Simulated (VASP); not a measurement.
Here is a VASP 6.6.1 calculation.

Contents of INCAR:

```
ALGO     = Normal         # electronic algorithm
EDIFF    = 1E-6           # SCF threshold, eV
ENCUT    = 520            # plane-wave cutoff, eV
GGA      = PE             # functional
ISIF     = 2              # what is computed and relaxed
ISMEAR   = 0              # smearing method
LASPH    = T              # aspherical terms in the spheres
LCHARG   = T              # write CHGCAR
LELF     = T              # ELF
LREAL    = F              # projectors in reciprocal space
LVHAR    = T            
LWAVE    = F              # write WAVECAR
NBANDS   = 28             # bands
NELM     = 80             # most SCF steps
PREC     = Accurate       # precision mode
SIGMA    = 0.1            # smearing width, eV
```

KPOINTS

```
k-points
0
Gamma
  12 12 4
```

File POSCAR:

```
Hf2F3
1.0
    2.9843413445      0.0000000000      0.0000000000
   -1.4921706722      2.5845154179      0.0000000000
    0.0000000000      0.0000000000     10.0687729318
Hf F
2 3
Direct
    0.3333333333      0.6666666667      0.1954287794
    0.6666666667      0.3333333333      0.8045712206
    0.0000000000      0.0000000000      0.0000000000
    0.3333333333      0.6666666667      0.6563695993
    0.6666666667      0.3333333333      0.3436304007
```

Potentials or basis: VASP PAW PBE potentials, release 64 (Hf_pv, F).

Command:

```sh
$ cat potpaw_PBE.64/Hf_pv/POTCAR potpaw_PBE.64/F/POTCAR > POTCAR
$ mpirun -np 1 vasp_std > vasp.out
```

Question: Predict the largest force.

Answer: 0.161 eV/Å.

Question: Estimate the pressure.

Answer: -1.5 GPa.

Forces in eV/Å, atoms in the order of the input:
```
Hf   0.000  0.000  0.106
Hf   0.000  0.000 -0.106
F    0.000  0.000  0.000
F    0.000  0.000  0.161
F    0.000  0.000 -0.161
```

Caveat: an odd number of electrons without spin polarisation forces a metal; a magnetic or distorted state may lie lower.
